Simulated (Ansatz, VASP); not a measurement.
SiC: VASP beside Ansatz

```xyz
4
Lattice="3.0389 0.0000 0.0000 -1.5195 2.6318 0.0000 0.0000 0.0000 5.2528" Properties=species:S:1:pos:R:3 pbc="T T T"
Si    0.0000    1.7545    0.0240
Si    1.5195    0.8773    2.6504
C     0.0000    1.7545    1.7633
C     1.5195    0.8773    4.3897
```

Alike in both runs: task single point; functional PBE; k mesh 12 × 12 × 6; occupations gaussian, width 0.05 eV; no spin polarisation.

|  | VASP | Ansatz |
| --- | --- | --- |
| version | VASP 6.6.1 | Ansatz 0.2.0 |
| potentials or method | VASP PAW PBE potentials, release 64 (Si, C), cutoff 520 eV | scalar-relativistic, plane waves, PAW |
| valence electrons in the cell | 16 | 16 |

Ansatz gave:

| Quantity | Value |
| --- | --- |
| gap on the k mesh at the Fermi level (eV) | 0.35 |
| least direct gap on the mesh (eV) | 3.35 |
| pressure (GPa) | 2.5 |
| traceless stress, the component that is largest in VASP (GPa) | -0.36 |
| rms of the force components (eV/Å) | 2.851 |

Question: What did VASP give for the same quantities?

Answer: gap on the k mesh at the Fermi level (eV): 0.35; least direct gap on the mesh (eV): 3.35; pressure (GPa): 2.4; traceless stress, the component that is largest in VASP (GPa): -0.45; rms of the force components (eV/Å): 2.849.

Atom by atom the forces differ by 0.002 eV/Å (rms over components).
